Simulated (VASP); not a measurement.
# SnO2 (P6_3/mmc) in VASP: a series of runs

SnO2 is run at these levels: r2SCAN, PBEsol; tasks: single point.

Everything below comes from runs of VASP 6.6.1. Logs are shortened: lines on timing, memory, paths and dates and some standing lists are left out, and cuts for length are marked.

## Step 1: The cell of the first run

The structure is hexagonal, space group P6_3/mmc (No. 194). The conventional cell has a = 3.189 Å, b = 3.189 Å, c = 11.100 Å, α = 90.00°, β = 90.00°, γ = 120.00°. Sn (site symmetry -3m) has 6 O at 2.09 Å within 2.8 Å. Within 2.8 Å of O (site symmetry 3m) lie 3 Sn at 2.09 Å and 3 O at 2.71 Å.

## Step 2: Single point, r2SCAN

POSCAR

```
SnO2
1.0
    3.1886376271      0.0000000000      0.0000000000
   -1.5943188136      2.7614411885      0.0000000000
    0.0000000000      0.0000000000     11.1004512809
Sn O
2 4
Direct
    0.0000000000      0.0000000000      0.0000000000
    0.0000000000      0.0000000000      0.5000000000
    0.3333333333      0.6666666667      0.9106962849
    0.3333333333      0.6666666667      0.5893037151
    0.6666666667      0.3333333333      0.0893037151
    0.6666666667      0.3333333333      0.4106962849
```

INCAR.step1

```
SYSTEM = SnO2
PREC = Accurate
ENCUT = 520
ISMEAR = -1
SIGMA = 0.05
LREAL = .FALSE.
LASPH = .TRUE.
NELM = 80
NBANDS = 35
GGA = PE
ALGO = Normal
EDIFF = 1E-4
LWAVE = .TRUE.
LCHARG = .FALSE.
```

INCAR.step2

```
SYSTEM = SnO2
PREC = Accurate
ENCUT = 520
EDIFF = 1E-6
ISMEAR = -1
SIGMA = 0.05
LREAL = .FALSE.
LASPH = .TRUE.
NELM = 80
ALGO = Normal
ISIF = 2
LWAVE = .FALSE.
LCHARG = .FALSE.
METAGGA = R2SCAN
LMIXTAU = .TRUE.
NBANDS = 35
ISTART = 1
```

KPOINTS

```
regular mesh
0
G
  9 9 3
  0 0 0
```

Potentials or basis: VASP PAW PBE potentials, release 64 (Sn_d, O).

The run is started by

```
cat potpaw_PBE.64/Sn_d/POTCAR potpaw_PBE.64/O/POTCAR > POTCAR
cp INCAR.step1 INCAR
mpirun -np 1 vasp_std > vasp.out
cp INCAR.step2 INCAR
mpirun -np 1 vasp_std > vasp.out
```

OUTCAR:

```text
SYSTEM = SnO2
   PREC = Accurate
   ENCUT = 520
   EDIFF = 1E-6
   ISMEAR = -1
   LREAL = .FALSE.
   LASPH = .TRUE.
   NELM = 80
   ISIF = 2
   METAGGA = R2SCAN
   ISTART = 1

 ion  position               nearest neighbor table
   1  0.000  0.000  0.000-   3 2.09   5 2.09   3 2.09   5 2.09   5 2.09   3 2.09
   2  0.000  0.000  0.500-   4 2.09   6 2.09   4 2.09   6 2.09   6 2.09   4 2.09
   3  0.333  0.667  0.911-   1 2.09   1 2.09   1 2.09
   4  0.333  0.667  0.589-   2 2.09   2 2.09   2 2.09
   5  0.667  0.333  0.089-   1 2.09   1 2.09   1 2.09
   6  0.667  0.333  0.411-   2 2.09   2 2.09   2 2.09

  LATTYP: Found a hexagonal cell.
 ALAT       =     3.1886376271
 C/A-ratio  =     3.4812520515

  Lattice vectors:

 A1 = (   3.1886376271,   0.0000000000,   0.0000000000)
 A2 = (  -1.5943188136,   2.7614411885,   0.0000000000)
 A3 = (   0.0000000000,   0.0000000000,  11.1004512809)

Analysis of symmetry for initial positions (statically):
=====================================================================
 Subroutine PRICEL returns:
 Original cell was already a primitive cell.

 Routine SETGRP: Setting up the symmetry group for a
 hexagonal supercell.

 Subroutine GETGRP returns: Found 24 space group operations
 (whereof 12 operations were pure point group operations)
 out of a pool of 24 trial point group operations.

The static configuration has the point symmetry D_3d.
 The point group associated with its full space group is D_6h.

Analysis of symmetry for dynamics (positions and initial velocities):
=====================================================================
 Subroutine PRICEL returns:
 Original cell was already a primitive cell.

 Routine SETGRP: Setting up the symmetry group for a
 hexagonal supercell.

 Subroutine GETGRP returns: Found 24 space group operations
 (whereof 12 operations were pure point group operations)
 out of a pool of 24 trial point group operations.

The dynamic configuration has the point symmetry D_3d.
 The point group associated with its full space group is D_6h.

 Subroutine INISYM returns: Found 24 space group operations
 (whereof 12 operations are pure point group operations),
 and found     1 'primitive' translations

----------------------------------------------------------------------------------------

                                     Primitive cell

  volume of cell :      97.7421

  direct lattice vectors                    reciprocal lattice vectors
     3.188637627  0.000000000  0.000000000     0.313613561  0.181064874  0.000000000
    -1.594318814  2.761441189  0.000000000     0.000000000  0.362129747  0.000000000
     0.000000000  0.000000000 11.100451281     0.000000000  0.000000000  0.090086428

  length of vectors
     3.188637627  3.188637627 11.100451281     0.362129747  0.362129747  0.090086428

  position of ions in fractional coordinates (direct lattice)
     0.000000000  0.000000000  0.000000000
     0.000000000  0.000000000  0.500000000
     0.333333333  0.666666667  0.910696285
     0.333333333  0.666666667  0.589303715
     0.666666667  0.333333333  0.089303715
     0.666666667  0.333333333  0.410696285

  ion indices of the primitive-cell ions
   primitive index   ion index
                 1           1
                 2           2
                 3           3
                 4           4
                 5           5
                 6           6

----------------------------------------------------------------------------------------

 KPOINTS: regular mesh

Automatic generation of k-mesh.
 Grid dimensions read from file:
 generate k-points for:    9    9    3

 Generating k-lattice:

  Cartesian coordinates                     Fractional coordinates (reciprocal lattice)
     0.034845951  0.020118319  0.000000000     0.111111111  0.000000000  0.000000000
     0.000000000  0.040236639  0.000000000     0.000000000  0.111111111  0.000000000
     0.000000000  0.000000000  0.030028809     0.000000000  0.000000000  0.333333333

  Length of vectors
     0.040236639  0.040236639  0.030028809

  Shift w.r.t. Gamma in fractional coordinates (k-lattice)
     0.000000000  0.000000000  0.000000000

 Subroutine IBZKPT returns following result:
 ===========================================

 Found     24 irreducible k-points:

 Following reciprocal coordinates:
            Coordinates               Weight
  0.000000  0.000000  0.000000      1.000000
  0.111111  0.000000  0.000000      6.000000
  0.222222  0.000000  0.000000      6.000000
  0.333333  0.000000  0.000000      6.000000
  0.444444  0.000000  0.000000      6.000000
  0.111111  0.111111  0.000000      6.000000
[... 16 lines left out ...]
  0.333333  0.222222  0.333333     24.000000
  0.333333  0.333333  0.333333      4.000000
   k-points           NKPTS =     24   k-points in BZ     NKDIM =     24   number of bands    NBANDS=     35
   number of dos      NEDOS =    301   number of ions     NIONS =      6
   total plane-waves  NPLWV =  48384
   dimension x,y,z NGX =    24 NGY =   24 NGZ =   84
   dimension x,y,z NGXF=    48 NGYF=   48 NGZF=  168
   ions per type =               2   4
   NGX,Y,Z   is equivalent  to a cutoff of  12.51, 12.51, 12.58 a.u.
   NGXF,Y,Z  is equivalent  to a cutoff of  25.03, 25.03, 25.16 a.u.
 SYSTEM =  SnO2
   PREC   = accura    normal or accurate (medium, high low for compatibility)
   ISTART =      1    job   : 0-new  1-cont  2-samecut
   ICHARG =      0    charge: 1-file 2-atom 10-const
   ISPIN  =      1    spin polarized calculation?
   LNONCOLLINEAR =      F non collinear calculations
   LSORBIT =      F    spin-orbit coupling
   LASPH  =      T    aspherical Exc in radial PAW
   ENCUT  =  520.0 eV  38.22 Ry    6.18 a.u.   5.93  5.93 20.64*2*pi/ulx,y,z
   NELM   =     80;   NELMIN=  2; NELMDL=  0     # of ELM steps
   EDIFF  = 0.1E-05   stopping-criterion for ELM
   LREAL  =      F    real-space projection
   EDIFFG = 0.1E-04   stopping-criterion for IOM
   NSW    =      0    number of steps for IOM
   IBRION =     -1    ionic relax: 0-MD 1-quasi-New 2-CG
   NFREE  =      0    steps in history (QN), initial steepest desc. (CG)
   ISIF   =      2    stress and relaxation
   ISYM   =      2    0-nonsym 1-usesym 2-fastsym
   POTIM  = 0.5000    time-step for ionic-motion
   TEBEG  =    0.0;   TEEND  =   0.0 temperature during run
   PSTRESS=    0.0 pullay stress
   NELECT =      52.0000    total number of electrons
   NUPDOWN=      -1.0000    fix difference up-down
   EMIN   =  10.00;   EMAX   =-10.00  energy-range for DOS
   EFERMI =   0.00;   METHOD = LEGACY
   ISMEAR =    -1;   SIGMA  =   0.05  broadening in eV -4-tet -1-fermi 0-gaus
   EFERMI_NEDOS =   21; number of points for ismear=-14 and -15
   IALGO  =     38    algorithm
   IMIX   =      4    mixing-type and parameters
     AMIX     =   0.40;   BMIX     =  1.00
     AMIX_MAG =   1.60;   BMIX_MAG =  1.00
  volume/ion in A,a.u.               =      16.29       109.93
  Fermi-wavevector in a.u.,A,eV,Ry     =   1.326525  2.506769 23.941741  1.759668
  Thomas-Fermi vector in A             =   2.455905
   LORBIT       =      0    0 simple, 1 ext, 2 COOP (PROOUT), +10 PAW based schemes
   METAGGA = R2SCAN    functional components
   LHFCALC =     F    Hartree Fock is set to
   AEXX    =    0.0000 exact exchange contribution
   IVDW    =     0    specifies the selected vdW correction
   LEPSILON=     F    determine dielectric tensor
   LRPA    =     F    only Hartree local field effects (RPA)
 non-spin polarized calculation
  energy-cutoff  :      520.00
  volume of cell :       97.74
 maximum number of plane-waves:      2658
 NGX is ok and might be reduce to    24
   NGX = 11   NGY = 11   NGZ = 41

 number of electron      51.9999982 magnetization

 Free energy of the ion-electron system (eV)
  ---------------------------------------------------
  ext. energy  EPLUGINS =         0.00000000
  ---------------------------------------------------
  free energy    TOTEN  =       -83.17836247 eV

  energy without entropy =      -83.17836247  energy(sigma->0) =      -83.17836247

 E-fermi :   2.6351     XC(G=0):  -9.6752

 val. band max:        1.5319436634   @ k =   0.2222   0.2222   0.0000
 cond. band min:       4.5534176892   @ k =   0.0000   0.0000   0.0000
 fundamental gap:      3.0214740258
 Fermi energy:         2.6350553017

 k-point     1 :       0.0000    0.0000    0.0000
  band No.  band energies     occupation
      1     -19.0579      2.00000
      2     -19.0564      2.00000
      3     -18.6941      2.00000
      4     -18.6941      2.00000
      5     -18.6940      2.00000
      6     -18.6940      2.00000
[... 27 lines left out ...]
     34      14.0536      0.00000
     35      14.0977      0.00000

 k-point     2 :       0.1111    0.0000    0.0000
  band No.  band energies     occupation
      1     -18.9941      2.00000
      2     -18.9928      2.00000
      3     -18.8371      2.00000
      4     -18.8364      2.00000
      5     -18.6668      2.00000
      6     -18.6668      2.00000
[... 27 lines left out ...]
     34      13.7390      0.00000
     35      14.3560      0.00000

 k-point     3 :       0.2222    0.0000    0.0000
  band No.  band energies     occupation
      1     -19.2397      2.00000
      2     -19.2381      2.00000
      3     -18.7546      2.00000
      4     -18.7539      2.00000
      5     -18.6110      2.00000
      6     -18.6110      2.00000
[... 27 lines left out ...]
     34      13.5149      0.00000
     35      15.0545      0.00000
[... 723 lines left out ...]
 k-point    23 :       0.3333    0.2222    0.3333
  band No.  band energies     occupation
      1     -19.5494      2.00000
      2     -19.5485      2.00000
      3     -19.0368      2.00000
      4     -19.0361      2.00000
      5     -18.5218      2.00000
      6     -18.5218      2.00000
[... 27 lines left out ...]
     34      14.0218      0.00000
     35      14.2243      0.00000

 k-point    24 :       0.3333    0.3333    0.3333
  band No.  band energies     occupation
      1     -19.3364      2.00000
      2     -19.3364      2.00000
      3     -19.3346      2.00000
      4     -19.3346      2.00000
      5     -18.4552      2.00000
      6     -18.4552      2.00000
[... 27 lines left out ...]
     34      13.1602      0.00000
     35      14.3824      0.00000

------------------------ aborting loop because EDIFF is reached ----------------------------------------

  FORCE on cell =-STRESS in cart. coord.  units (eV):
  Direction    XX          YY          ZZ          XY          YZ          ZX
  --------------------------------------------------------------------------------------
  -------------------------------------------------------------------------------------
  Total        0.7415287      0.7415287      0.2343889     -0.0000000      0.0000000      0.0000000
  in kB       12.1550551     12.1550551      3.8420765     -0.0000000      0.0000000      0.0000000
  external PRESSURE =       9.3840623 kB  Pullay stress =       0.0000000 kB

 VOLUME and BASIS-vectors are now :
 -----------------------------------------------------------------------------
  energy-cutoff  :      520.00
  volume of cell :       97.74
      direct lattice vectors                 reciprocal lattice vectors
     3.188637627  0.000000000  0.000000000     0.313613561  0.181064874  0.000000000
    -1.594318814  2.761441189  0.000000000     0.000000000  0.362129747  0.000000000
     0.000000000  0.000000000 11.100451281     0.000000000  0.000000000  0.090086428

 POSITION                                       TOTAL-FORCE (eV/Angst)
 -----------------------------------------------------------------------------------
      0.00000      0.00000      0.00000        -0.000000      0.000000      0.000000
      0.00000      0.00000      5.55023        -0.000000      0.000000      0.000000
     -0.00000      1.84096     10.10914        -0.000000     -0.000000     -0.088324
     -0.00000      1.84096      6.54154         0.000000     -0.000000      0.088324
      1.59432      0.92048      0.99131         0.000000      0.000000      0.088324
      1.59432      0.92048      4.55891        -0.000000      0.000000     -0.088324
 -----------------------------------------------------------------------------------
    total drift:                               -0.000000     -0.000000      0.000000

  FREE ENERGIE OF THE ION-ELECTRON SYSTEM (eV)
  ---------------------------------------------------
  free  energy   TOTEN  =       -83.1783624673 eV

  energy  without entropy=      -83.1783624672  energy(sigma->0) =      -83.17836247
```

Run time: 5.1 min. Hardware: 1 thread of Intel Xeon Platinum 8488C (Sapphire Rapids), shared host; peak memory 0.25 GiB.

What came out:

```yaml
Free_energy: -83.1784 eV
Pressure: 0.9 GPa
Largest_force: 0.088 eV/Å
Band_gap_on_the_k_mesh: 3.02 eV (least direct gap 3.54 eV)
```

Forces on the atoms (eV/Å):
```
Sn   0.000  0.000  0.000
Sn   0.000  0.000  0.000
O    0.000  0.000 -0.088
O    0.000  0.000  0.088
O    0.000  0.000  0.088
O    0.000  0.000 -0.088
```

Caveat: the PAW data sets were made with another functional, which shifts forces and pressure a little; spin-orbit coupling is left out, which moves the levels of the heavy elements; an odd mesh through Γ misses points on the zone boundary, where band edges can lie.

## Step 3: Single point, PBEsol

This run uses another cell than the first one, of 16.25 Å³/atom.

INCAR

```
PREC = Accurate
ENCUT = 520
EDIFF = 1E-7
ISMEAR = -1
SIGMA = 0.05
LREAL = F
LASPH = T
NELM = 80
ALGO = Normal
ISIF = 2
LWAVE = F
LCHARG = F
GGA = PS
NBANDS = 35
```

KPOINTS

```
regular mesh
0
Gamma
  7 7 3
```

POSCAR

```
SnO2
1.0
    3.2305756168      0.0000000000      0.0000000000
   -1.6152878084      2.7977605530      0.0000000000
    0.0000000000      0.0000000000     10.7905620000
Sn O
2 4
Direct
    0.0000000000      0.0000000000      0.0000000000
    0.0000000000      0.0000000000      0.5000000000
    0.3333333333      0.6666666667      0.9058620000
    0.3333333333      0.6666666667      0.5941380000
    0.6666666667      0.3333333333      0.0941380000
    0.6666666667      0.3333333333      0.4058620000
```

Potentials or basis: VASP PAW PBE potentials, release 64 (Sn_d, O).

The run is started by

```
cat potpaw_PBE.64/Sn_d/POTCAR potpaw_PBE.64/O/POTCAR > POTCAR
mpirun -np 1 vasp_std > vasp.out
```

Run time: 44 s. Hardware: 1 thread of Intel Xeon Platinum 8488C (Sapphire Rapids), shared host; peak memory 0.21 GiB.

The run converged. Its results:

| Quantity | Value |
| --- | --- |
| Free energy | -38.5138 eV |
| Pressure | -3.8 GPa |
| Largest force | 0.335 eV/Å |
| Band gap on the k mesh | 2.06 eV (least direct gap 2.45 eV) |

Forces in eV/Å, atoms in the order of the input:
```
Sn   0.000  0.000  0.000
Sn   0.000  0.000  0.000
O    0.000  0.000  0.335
O    0.000  0.000 -0.335
O    0.000  0.000 -0.335
O    0.000  0.000  0.335
```

Stress tensor (GPa, compression positive):
```
-4.81  0.00  0.00
 0.00 -4.81  0.00
 0.00  0.00 -1.84
```

Levels at points of the mesh, in eV from the valence-band top:
```tsv
k point	band 22	band 23	band 24	band 25	band 26	band 27	band 28	band 29	band 30	band 31
(0.00, 0.00, 0.00)	-0.88	-0.88	-0.86	-0.86	-0.39	2.06	2.77	5.33	5.66	10.13
```

Caveat: the cell stands under tension; the PAW data sets were made with another functional, which shifts forces and pressure a little; spin-orbit coupling is left out, which moves the levels of the heavy elements; an odd mesh through Γ misses points on the zone boundary, where band edges can lie.
